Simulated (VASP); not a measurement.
Wanted: the native input for a VASP 6.6.1 run.

```
Task                   : single point
Functional             : PBE
Dispersion             : D3(BJ)
Potentials or basis    : VASP PAW PBE potentials, release 64 (Al)
Cutoff                 : 520 eV
k mesh                 : 24 × 24 × 12
Occupations            : gaussian, width 0.1 eV
Spin                   : no spin polarisation
Dipole correction      : no
Further INCAR settings : ALGO = Normal; EDIFF = 1e-06; NBANDS = 10
```

The structure of Al lies in POSCAR:

```
Al
1.0
    2.8318618820      0.0000000000      0.0000000000
   -1.4159309410      2.4524643299      0.0000000000
    0.0000000000      0.0000000000      4.6483400083
Al
2
Direct
    0.6666666667      0.3333333333      0.7500000000
    0.3333333333      0.6666666667      0.2500000000
```

This cell differs from its parent crystal: biaxial strain in the a-b plane: +1.0 %.

The input as run:

INCAR

```
PREC = Accurate
ENCUT = 520
EDIFF = 1E-6
ISMEAR = 0
SIGMA = 0.1
LREAL = F
LASPH = T
NELM = 100
ALGO = Normal
ISIF = 2
LWAVE = F
LCHARG = F
GGA = PE
IVDW = 12
NBANDS = 10
```

KPOINTS

```
Automatic mesh
0
Gamma
  24 24 12
```

Potentials or basis: VASP PAW PBE potentials, release 64 (Al).

Command:

```bash
$ cat potpaw_PBE.64/Al/POTCAR > POTCAR
$ mpirun -np 1 vasp_std > vasp.out
```

Results of the run:

The pressure is -1.2 GPa. The band gap on the k mesh is zero (band 3 reaches 12.43 eV, above the bottom of band 4 at 5.00 eV). The dispersion energy per atom is -0.344 eV.

Caveat: the cell differs from its parent crystal (biaxial strain in the a-b plane: +1.0 %); pairwise dispersion overbinds metals, which lowers pressure and volume.

Run time: 93 s on 1 thread of AMD EPYC 7R43 64-Core Processor (Zen 3), with other jobs on the host, peak memory 0.21 GiB.
